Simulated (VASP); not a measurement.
# Si3Ge (R-3m) in VASP: density of states with PBE

Aim: the density of states of Si3Ge with PBE.

Everything below comes from runs of VASP 6.6.1. Logs are shortened: lines on timing, memory, paths and dates and some standing lists are left out, and cuts for length are marked.

**1. The cell of the first run**

Symmetry: R-3m, No. 166, trigonal system. Conventional cell: a = 6.918 Å, b = 6.918 Å, c = 9.746 Å, α = 90.00°, β = 90.00°, γ = 120.00°. Ge (site symmetry 3m) has 6 Si at 2.45 to 2.79 Å within 3.2 Å. Si (site symmetry m) has 2 Si at 2.07 Å and 1 Ge at 2.45 Å within 2.7 Å.

**2. Density of states, PBE**

POSCAR reads:

```
Si3Ge
1.0
    3.4589650000      1.9970350000      3.2486500000
   -3.4589650000      1.9970350000      3.2486500000
    0.0000000000     -3.9940700000      3.2486500000
Ge Si
2 6
Direct
    0.2690000000      0.2690000000      0.2690000000
    0.7310000000      0.7310000000      0.7310000000
    0.7970000000      0.2520000000      0.7970000000
    0.7970000000      0.7970000000      0.2520000000
    0.2520000000      0.7970000000      0.7970000000
    0.2030000000      0.7480000000      0.2030000000
    0.7480000000      0.2030000000      0.2030000000
    0.2030000000      0.2030000000      0.7480000000
```

INCAR.step1 reads:

```
SYSTEM = Si3Ge
  PREC = Accurate
  ENCUT = 520
  EDIFF = 1E-7
  ISMEAR = -1
  SIGMA = 0.1
  LREAL = .FALSE.
  LASPH = .TRUE.
  NELM = 100
  ALGO = Normal
  ISIF = 2
  LWAVE = .FALSE.
  LCHARG = .TRUE.
  GGA = PE
  NBANDS = 36
```

KPOINTS.step1 reads:

```
regular mesh
0
G
  7 7 7
  0 0 0
```

INCAR.step2 reads:

```
SYSTEM = Si3Ge
  PREC = Accurate
  ENCUT = 520
  EDIFF = 1E-7
  ISMEAR = -5
  SIGMA = 0.1
  LREAL = .FALSE.
  LASPH = .TRUE.
  NELM = 100
  ALGO = Normal
  ISIF = 2
  LWAVE = .FALSE.
  LCHARG = .FALSE.
  GGA = PE
  LORBIT = 10
  NBANDS = 36
  NEDOS = 1001
  ICHARG = 11
```

KPOINTS.step2 reads:

```
regular mesh
0
G
  11 11 11
  0 0 0
```

Potentials or basis: VASP PAW PBE potentials, release 64 (Ge_d, Si).

Started as:

```
$ cat potpaw_PBE.64/Ge_d/POTCAR potpaw_PBE.64/Si/POTCAR > POTCAR
$ cp INCAR.step1 INCAR
$ cp KPOINTS.step1 KPOINTS
$ mpirun -np 1 vasp_std > vasp.out
$ cp INCAR.step2 INCAR
$ cp KPOINTS.step2 KPOINTS
$ mpirun -np 1 vasp_std > vasp.out
```

OUTCAR:

```text
SYSTEM = Si3Ge
   PREC = Accurate
   ENCUT = 520
   EDIFF = 1E-7
   ISMEAR = -5
   LREAL = .FALSE.
   LASPH = .TRUE.
   NELM = 100
   ISIF = 2
   GGA = PE
   LORBIT = 10
   ICHARG = 11

 ion  position               nearest neighbor table
   1  0.269  0.269  0.269-   6 2.45   7 2.45   8 2.45   6 2.79   7 2.79   8 2.79
   2  0.731  0.731  0.731-   3 2.45   5 2.45   4 2.45   3 2.79   5 2.79   4 2.79
   3  0.797  0.252  0.797-   8 2.07   7 2.07   2 2.45   2 2.79   8 3.13   7 3.13   5 3.15   4 3.15

   4  0.797  0.797  0.252-   6 2.07   7 2.07   2 2.45   2 2.79   7 3.13   6 3.13   5 3.15   3 3.15

   5  0.252  0.797  0.797-   8 2.07   6 2.07   2 2.45   2 2.79   8 3.13   6 3.13   3 3.15   4 3.15

   6  0.203  0.748  0.203-   4 2.07   5 2.07   1 2.45   1 2.79   4 3.13   5 3.13   7 3.15   8 3.15

   7  0.748  0.203  0.203-   4 2.07   3 2.07   1 2.45   1 2.79   4 3.13   3 3.13   6 3.15   8 3.15

   8  0.203  0.203  0.748-   3 2.07   5 2.07   1 2.45   1 2.79   3 3.13   5 3.13   6 3.15   7 3.15

  LATTYP: Found a trigonal (rhomboedric) cell.
 ALAT       =     5.1484290796
 COS(alpha) =     0.0972382968

  Lattice vectors:

 A1 = (   3.4589650000,   1.9970350000,   3.2486500000)
 A2 = (  -3.4589650000,   1.9970350000,   3.2486500000)
 A3 = (   0.0000000000,  -3.9940700000,   3.2486500000)

Analysis of symmetry for initial positions (statically):
=====================================================================
 Subroutine PRICEL returns:
 Original cell was already a primitive cell.

 Routine SETGRP: Setting up the symmetry group for a
 trigonal (rhombohedral) supercell.

 Subroutine GETGRP returns: Found 12 space group operations
 (whereof 12 operations were pure point group operations)
 out of a pool of 12 trial point group operations.

The static configuration has the point symmetry D_3d.

Analysis of symmetry for dynamics (positions and initial velocities):
=====================================================================
 Subroutine PRICEL returns:
 Original cell was already a primitive cell.

 Routine SETGRP: Setting up the symmetry group for a
 trigonal (rhombohedral) supercell.

 Subroutine GETGRP returns: Found 12 space group operations
 (whereof 12 operations were pure point group operations)
 out of a pool of 12 trial point group operations.

The dynamic configuration has the point symmetry D_3d.

 Subroutine INISYM returns: Found 12 space group operations
 (whereof 12 operations are pure point group operations),
 and found     1 'primitive' translations

[... 125 lines left out ...]
   IALGO  =     38    algorithm
   IMIX   =      4    mixing-type and parameters
     AMIX     =   0.40;   BMIX     =  1.00
     AMIX_MAG =   1.60;   BMIX_MAG =  1.00
  volume/ion in A,a.u.               =      16.83       113.58
  Fermi-wavevector in a.u.,A,eV,Ry     =   1.192195  2.252922 19.338352  1.421329
  Thomas-Fermi vector in A             =   2.328239
   LORBIT       =     10    0 simple, 1 ext, 2 COOP (PROOUT), +10 PAW based schemes
   GGA     = PE    functional components
   LHFCALC =     F    Hartree Fock is set to
   AEXX    =    0.0000 exact exchange contribution
   IVDW    =     0    specifies the selected vdW correction
   LEPSILON=     F    determine dielectric tensor
   LRPA    =     F    only Hartree local field effects (RPA)
 non-spin polarized calculation
 Fermi weights with tetrahedron method with Bloechl corrections
  energy-cutoff  :      520.00
  volume of cell :      134.64
 maximum number of plane-waves:      3647

 number of electron      52.0000008 magnetization

 Free energy of the ion-electron system (eV)
  ---------------------------------------------------
  ext. energy  EPLUGINS =         0.00000000
  ---------------------------------------------------
  free energy    TOTEN  =       -34.52901067 eV

  energy without entropy =      -34.52901067  energy(sigma->0) =      -34.52901067

 E-fermi :   7.5270     XC(G=0): -10.6639

 val. band max:        7.5868331490   @ k =  -0.0909   0.0909   0.0000
 cond. band min:       7.4437327730   @ k =  -0.2727   0.4545   0.2727
 fundamental gap:     -0.1431003760
 Fermi energy:         7.5269631506

 k-point     1 :       0.0000    0.0000    0.0000
  band No.  band energies     occupation
      1     -16.8688      2.00000
      2     -16.8687      2.00000
      3     -16.8659      2.00000
      4     -16.8659      2.00000
      5     -16.8465      2.00000
      6     -16.8455      2.00000
[... 925 lines left out ...]
     35      12.9280      0.00000
     36      13.5650      0.00000

 [... further k-points ...]

------------------------ aborting loop because EDIFF is reached ----------------------------------------

  FORCE on cell =-STRESS in cart. coord.  units (eV):
  Direction    XX          YY          ZZ          XY          YZ          ZX
  --------------------------------------------------------------------------------------
  -------------------------------------------------------------------------------------
  Total       22.8652387     22.8652530     10.2401141      0.0000000     -0.0000000      0.0000000
  in kB      272.0823081    272.0824787    121.8510739      0.0000000     -0.0000000      0.0000000
  external PRESSURE =     222.0052869 kB  Pullay stress =       0.0000000 kB

 VOLUME and BASIS-vectors are now :
 -----------------------------------------------------------------------------
  energy-cutoff  :      520.00
  volume of cell :      134.64
      direct lattice vectors                 reciprocal lattice vectors
     3.458965000  1.997035000  3.248650000     0.144551911  0.083457058  0.102606724
    -3.458965000  1.997035000  3.248650000    -0.144551911  0.083457058  0.102606724
     0.000000000 -3.994070000  3.248650000     0.000000000 -0.166914117  0.102606724

 POSITION                                       TOTAL-FORCE (eV/Angst)
 -----------------------------------------------------------------------------------
      0.00000      0.00000      2.62166         0.000000      0.000000     -0.103455
      0.00000      0.00000      7.12429         0.000000      0.000000      0.103455
      1.88514     -1.08838      5.99701        -2.911524      1.680969     -3.959064
      0.00000      2.17677      5.99701         0.000000     -3.361939     -3.959064
     -1.88514     -1.08838      5.99701         2.911524      1.680969     -3.959064
     -1.88514      1.08838      3.74894         2.911524     -1.680969      3.959064
      1.88514      1.08838      3.74894        -2.911524     -1.680969      3.959064
      0.00000     -2.17677      3.74894         0.000000      3.361939      3.959064
 -----------------------------------------------------------------------------------
    total drift:                                0.000000      0.000000     -0.000000

  FREE ENERGIE OF THE ION-ELECTRON SYSTEM (eV)
  ---------------------------------------------------
  free  energy   TOTEN  =       -34.5290106660 eV

  energy  without entropy=      -34.5290106660  energy(sigma->0) =      -34.52901067

 total charge

# of ion       s       p       d       tot
------------------------------------------
    1        1.179   1.143  10.042  12.364
    2        1.179   1.143  10.042  12.364
    3        0.820   0.958   0.000   1.778
    4        0.820   0.958   0.000   1.778
    5        0.820   0.958   0.000   1.778
    6        0.820   0.958   0.000   1.778
    7        0.820   0.958   0.000   1.778
    8        0.820   0.958   0.000   1.778
--------------------------------------------------
tot          7.277   8.036  20.084  35.398
```

OSZICAR.step1:

```text
N       E                     dE             d eps       ncg     rms          rms(c)
DAV:   1     0.419940546757E+03    0.41994E+03   -0.23144E+04  3996   0.258E+03
DAV:   2     0.363411925007E+02   -0.38360E+03   -0.36429E+03  3240   0.715E+02
DAV:   3    -0.325935252634E+02   -0.68935E+02   -0.66974E+02  3748   0.157E+02
DAV:   4    -0.362352785249E+02   -0.36418E+01   -0.36031E+01  4024   0.395E+01
DAV:   5    -0.363284905517E+02   -0.93212E-01   -0.93097E-01  3828   0.719E+00    0.109E+01
DAV:   6    -0.346927368236E+02    0.16358E+01   -0.26690E+00  3912   0.820E+00    0.593E+00
DAV:   7    -0.345827710770E+02    0.10997E+00   -0.15232E+00  4192   0.412E+00    0.221E+00
DAV:   8    -0.345812401892E+02    0.15309E-02   -0.17863E-01  3736   0.232E+00    0.103E+00
DAV:   9    -0.345818371707E+02   -0.59698E-03   -0.16680E-02  3844   0.759E-01    0.212E-01
DAV:  10    -0.345813645136E+02    0.47266E-03   -0.26856E-03  3896   0.249E-01    0.139E-01
DAV:  11    -0.345814568907E+02   -0.92377E-04   -0.66941E-04  4016   0.121E-01    0.632E-02
DAV:  12    -0.345814366216E+02    0.20269E-04   -0.32520E-04  3560   0.727E-02    0.142E-02
DAV:  13    -0.345814294096E+02    0.72120E-05   -0.37777E-05  3604   0.325E-02    0.816E-03
DAV:  14    -0.345814294625E+02   -0.52826E-07   -0.21862E-06  3648   0.870E-03    0.645E-03
DAV:  15    -0.345814292066E+02    0.25582E-06   -0.15097E-07  2668   0.203E-03    0.289E-03
DAV:  16    -0.345814291210E+02    0.85600E-07   -0.55310E-08  2068   0.119E-03
   1 F= -.34581429E+02 E0= -.34520131E+02  d E =-.122597E+00
```

It took 7.1 min on 1 thread of Intel Xeon Platinum 8488C (Sapphire Rapids), shared host; peak memory 0.62 GiB.

What came out:

| Property | Result |
| --- | --- |
| Valence electrons inside the program's atomic spheres | Ge 12.36; Si 1.78 |

Caveat: tetrahedron occupations give inexact forces and stress in metals.
